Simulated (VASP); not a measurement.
Crystal: Ni.

```
CELL_PARAMETERS angstrom
0.00000 1.71246 1.71246
1.71246 0.00000 1.71246
1.71246 1.71246 0.00000
ATOMIC_POSITIONS crystal
Ni 0.00000 0.00000 0.00000
```

Base run:

| Quantity | Value |
| --- | --- |
| Program | VASP 6.6.1 |
| Functional | LDA |
| Potentials or basis | VASP PAW LDA potentials, release 64 (Ni) |
| Cutoff | 520 eV |
| k mesh | 16 × 16 × 16 |
| Occupations | methfessel-paxton, width 1 eV |
| Spin | collinear spin, ferromagnetic start |
| Starting moments | [0.607] μB |

Its results: pressure -1.5 GPa; net moment 0.00 μB per cell.

**Question.** The run is repeated on the same cell with these changes: occupations from methfessel-paxton, width 1 eV to methfessel-paxton, width 0.2 eV. What comes out?

**Answer.** Pressure -0.6 GPa; net moment 0.57 μB per cell; site moments Ni +0.57 μB.

Caveats: so wide a smearing shifts energies and pressures (at least some runs).
